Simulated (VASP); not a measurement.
# SnO2 (Fm-3m) in VASP: G0W0 quasiparticle levels with PBE

Aim: the G0W0 quasiparticle levels of SnO2 with PBE.

All numbers are computed with VASP 6.6.1; they aren't measurements. Logs are shortened: lines on timing, memory, paths and dates and some standing lists are left out, and cuts for length are marked.

### Step 1. The cell of the first run

It takes space group Fm-3m (No. 225, cubic). Conventional cell: a = 5.067 Å, b = 5.067 Å, c = 5.067 Å, α = 90.00°, β = 90.00°, γ = 90.00°. Sn (site symmetry m-3m) has 8 O at 2.19 Å within 2.9 Å. Within 2.9 Å of O (site symmetry -43m) lie 4 Sn at 2.19 Å and 6 O at 2.53 Å.

### Step 2. G0W0 quasiparticle levels, PBE

Contents of POSCAR:

```
SnO2
1.0
    0.0000000000      2.5334669701      2.5334669701
    2.5334669701      0.0000000000      2.5334669701
    2.5334669701      2.5334669701      0.0000000000
Sn O
1 2
Direct
    0.0000000000      0.0000000000      0.0000000000
    0.2500000000      0.2500000000      0.2500000000
    0.7500000000      0.7500000000      0.7500000000
```

Contents of INCAR.step1:

```
SYSTEM = SnO2
ALGO = Normal
EDIFF = 1E-8
ENCUT = 500
GGA = PE
ISMEAR = 0
LASPH = .True.
LCHARG = .False.
LREAL = .False.
LWAVE = .True.
NELM = 80
PREC = Accurate
SIGMA = 0.01
```

Contents of INCAR.step2:

```
SYSTEM = SnO2
ALGO = Exact
EDIFF = 1E-8
ENCUT = 500
GGA = PE
ISMEAR = 0
ISTART = 1
LASPH = .True.
LCHARG = .False.
LOPTICS = .True.
LREAL = .False.
LWAVE = .True.
NBANDS = 135
NELM = 1
PREC = Accurate
SIGMA = 0.01
```

Contents of INCAR.step3:

```
SYSTEM = SnO2
ALGO = EVGW0
EDIFF = 1E-8
ENCUT = 500
ENCUTGW = 140.0
GGA = PE
ISMEAR = 0
ISTART = 1
LASPH = .True.
LCHARG = .False.
LREAL = .False.
LWAVE = .False.
NBANDS = 135
NBANDSGW = 21
NELMGW = 1
NOMEGA = 96
OMEGAMAX = 30
PREC = Accurate
PRECFOCK = Fast
SIGMA = 0.01
```

Contents of KPOINTS:

```
k-points
0
Gamma
  4 4 4
  0 0 0
```

Potentials or basis: VASP PAW PBE potentials, release 64 (Sn_d_GW, O_GW).

Launch:

```sh
$ cat potpaw_PBE.64/Sn_d_GW/POTCAR potpaw_PBE.64/O_GW/POTCAR > POTCAR
$ cp INCAR.step1 INCAR
$ mpirun -np 1 vasp_std > vasp.out
$ cp INCAR.step2 INCAR
$ mpirun -np 1 vasp_std > vasp.out
$ cp INCAR.step3 INCAR
$ mpirun -np 1 vasp_std > vasp.out
```

OUTCAR:

```text
SYSTEM = SnO2
   EDIFF = 1E-8
   ENCUT = 500
   ENCUTGW = 140.0
   GGA = PE
   ISMEAR = 0
   ISTART = 1
   LASPH = .True.
   LREAL = .False.
   NELMGW = 1
   PREC = Accurate
   PRECFOCK = Fast

 ion  position               nearest neighbor table
   1  0.000  0.000  0.000-   3 2.19   3 2.19   3 2.19   2 2.19   3 2.19   2 2.19   2 2.19   2 2.19

   2  0.250  0.250  0.250-   1 2.19   1 2.19   1 2.19   1 2.19
   3  0.750  0.750  0.750-   1 2.19   1 2.19   1 2.19   1 2.19

  LATTYP: Found a face centered cubic cell.
 ALAT       =     5.0669339402

  Lattice vectors:

 A1 = (   0.0000000000,   2.5334669701,   2.5334669701)
 A2 = (   2.5334669701,   0.0000000000,   2.5334669701)
 A3 = (   2.5334669701,   2.5334669701,   0.0000000000)

Analysis of symmetry for initial positions (statically):
=====================================================================
 Subroutine PRICEL returns:
 Original cell was already a primitive cell.

 Routine SETGRP: Setting up the symmetry group for a
 face centered cubic supercell.

 Subroutine GETGRP returns: Found 48 space group operations
 (whereof 48 operations were pure point group operations)
 out of a pool of 48 trial point group operations.

The static configuration has the point symmetry O_h .

Analysis of symmetry for dynamics (positions and initial velocities):
=====================================================================
 Subroutine PRICEL returns:
 Original cell was already a primitive cell.

 Routine SETGRP: Setting up the symmetry group for a
 face centered cubic supercell.

 Subroutine GETGRP returns: Found 48 space group operations
 (whereof 48 operations were pure point group operations)
 out of a pool of 48 trial point group operations.

The dynamic configuration has the point symmetry O_h .

 Subroutine INISYM returns: Found 48 space group operations
 (whereof 48 operations are pure point group operations),
 and found     1 'primitive' translations

----------------------------------------------------------------------------------------

                                     Primitive cell

  volume of cell :      32.5219

  direct lattice vectors                    reciprocal lattice vectors
     0.000000000  2.533466970  2.533466970    -0.197358010  0.197358010  0.197358010
     2.533466970  0.000000000  2.533466970     0.197358010 -0.197358010  0.197358010
[... 41 lines left out ...]

 Following reciprocal coordinates:
            Coordinates               Weight
  0.000000  0.000000  0.000000      1.000000
  0.250000  0.000000  0.000000      8.000000
  0.500000  0.000000  0.000000      4.000000
  0.250000  0.250000  0.000000      6.000000
  0.500000  0.250000  0.000000     24.000000
 -0.250000  0.250000  0.000000     12.000000
  0.500000  0.500000  0.000000      3.000000
 -0.250000  0.500000  0.250000      6.000000
   k-points           NKPTS =      8   k-points in BZ     NKDIM =     64   number of bands    NBANDS=    135
   number of dos      NEDOS =    301   number of ions     NIONS =      3
   total plane-waves  NPLWV =  21952
   dimension x,y,z NGX =    28 NGY =   28 NGZ =   28
   dimension x,y,z NGXF=    56 NGYF=   56 NGZF=   56
   ions per type =               1   2
   NGX,Y,Z   is equivalent  to a cutoff of  12.99, 12.99, 12.99 a.u.
   NGXF,Y,Z  is equivalent  to a cutoff of  25.98, 25.98, 25.98 a.u.
 SYSTEM =  SnO2
   PREC   = accura    normal or accurate (medium, high low for compatibility)
   ISTART =      1    job   : 0-new  1-cont  2-samecut
   ICHARG =      0    charge: 1-file 2-atom 10-const
   ISPIN  =      1    spin polarized calculation?
   LNONCOLLINEAR =      F non collinear calculations
   LSORBIT =      F    spin-orbit coupling
   LASPH  =      T    aspherical Exc in radial PAW
   ENCUT  =  500.0 eV  36.75 Ry    6.06 a.u.   6.53  6.53  6.53*2*pi/ulx,y,z
   NELM   =     60;   NELMIN=  2; NELMDL=  0     # of ELM steps
   EDIFF  = 0.1E-07   stopping-criterion for ELM
   LREAL  =      F    real-space projection
   EDIFFG = 0.1E-06   stopping-criterion for IOM
   NSW    =      0    number of steps for IOM
   IBRION =     -1    ionic relax: 0-MD 1-quasi-New 2-CG
   NFREE  =      0    steps in history (QN), initial steepest desc. (CG)
   ISIF   =      0    stress and relaxation
   ISYM   =      3    0-nonsym 1-usesym 2-fastsym
   POTIM  = 0.5000    time-step for ionic-motion
   TEBEG  =    0.0;   TEEND  =   0.0 temperature during run
   PSTRESS=    0.0 pullay stress
   NELECT =      26.0000    total number of electrons
   NUPDOWN=      -1.0000    fix difference up-down
   EMIN   =  10.00;   EMAX   =-10.00  energy-range for DOS
   EFERMI =   0.00;   METHOD = LEGACY
   ISMEAR =     0;   SIGMA  =   0.01  broadening in eV -4-tet -1-fermi 0-gaus
   EFERMI_NEDOS =   21; number of points for ismear=-14 and -15
   IALGO  =     38    algorithm
   IMIX   =      4    mixing-type and parameters
     AMIX     =   0.40;   BMIX     =  1.00
     AMIX_MAG =   1.60;   BMIX_MAG =  1.00
  volume/ion in A,a.u.               =      10.84        73.16
  Fermi-wavevector in a.u.,A,eV,Ry     =   1.519407  2.871262 31.410365  2.308597
  Thomas-Fermi vector in A             =   2.628397
   LORBIT       =      0    0 simple, 1 ext, 2 COOP (PROOUT), +10 PAW based schemes
   GGA     = PE    functional components
   LHFCALC =     T    Hartree Fock is set to
   PRECFOCK=fast      Normal, Fast or Accurate (Low or Medium for compatibility)
   ENCUT4O =  -1.0   cutoff for four orbital integrals eV
   NKREDX  =     1    reduce k-point grid by
   NKREDY  =     1    reduce k-point grid by
   NKREDZ  =     1    reduce k-point grid by
   AEXX    =    1.0000 exact exchange contribution
   HFSCREEN=    0.0000 screening length (either q_TF or 0.3 A-1)
   HFSCREENC=   0.0000 screening length for correlation (either q_TF or 0.3 A-1)
   ENCUTFOCK=  -1.0 apply spherical cutoff to Coloumb kernel
   IVDW    =     0    specifies the selected vdW correction
   LEPSILON=     F    determine dielectric tensor
   LRPA    =     F    only Hartree local field effects (RPA)
   LRPAFORCE           =     F    calculate RPA forces
   ENCUTGW             = 140.0    cutoff for response function in eV
   ENCUTGWSOFT         = 112.0    soft cutoff for Coulomb kernel in GW response function in eV
   ENCUTLF             =  -1.0    cutoff for local field effects
   NELMGW              =     1    number of iterations in solving QP/BSE equation
   NELMHF              =     1    number of iterations in the inner HF iteration
   NKREDLFX            =     1    NKREDLFY  =   1   NKREDLFZ  =   1
 non-spin polarized calculation
 Gauss-broadening in eV      SIGMA  =   0.01
  energy-cutoff  :      500.00
  volume of cell :       32.52
 maximum number of plane-waves:       869
 NGX is ok and might be reduce to    28
  NGX = 16; NGY = 16; NGZ = 16
   NGX = 13   NGY = 13   NGZ = 13
 maximum number of plane-waves:       126
 NGX is ok and might be reduce to    14

 QP shifts <psi_nk| G(iteration)W_0 |psi_nk>: iteration 1
 for sc-GW calculations column KS-energies equals QP-energies in previous step
 and V_xc(KS)=  KS-energies - (<T + V_ion + V_H > + <T+V_H+V_ion>^1  + <V_x>^1)

 k-point   1 :       0.0000    0.0000    0.0000
  band No.  KS-energies  QP-energies   sigma(KS)   V_xc(KS)     V^pw_x(r,r')   Z            occupation Imag(sigma)

      1     -14.5372     -17.5037     -21.4178     -17.4345     -27.2831       0.7447       2.0000       0.3681
      2     -14.5372     -17.5037     -21.4178     -17.4345     -27.2831       0.7447       2.0000       0.3681
      3     -14.5372     -17.5037     -21.4178     -17.4345     -27.2831       0.7447       2.0000       0.3681
      4     -14.3827     -17.2772     -21.3538     -17.4573     -27.0375       0.7428       2.0000       0.2244
      5     -14.3827     -17.2772     -21.3538     -17.4573     -27.0375       0.7428       2.0000       0.2244
      6     -13.6658     -14.4498     -18.9586     -17.6400     -29.3969       0.5946       2.0000       1.4002
[... 188 lines left out ...]
     20      24.7172      25.6385     -11.4641     -12.6609      -5.6145       0.7697       0.0000      -0.3285
     21      24.7172      25.6385     -11.4641     -12.6609      -5.6145       0.7697       0.0000      -0.3285
```

It took 3.7 min on 1 thread of AMD EPYC 9R45 (Zen 5), shared host; peak memory 0.31 GiB.

Results:

| Property | Result |
| --- | --- |
| Quasiparticle gap | 1.02 eV |
| Least direct quasiparticle gap | 2.54 eV |
| Band gap of the starting levels on the mesh | 0.27 eV |
| Least direct gap of the starting levels on the mesh | 1.67 eV |

Caveat: the k points lie up to 0.54 Å⁻¹ apart; bands, screening cutoff and mesh are small and nothing is extrapolated, so the quasiparticle values aren't converged; the structure was generated, so it needn't be the stable form of SnO2; spin-orbit coupling is left out, which moves the levels of the heavy elements.
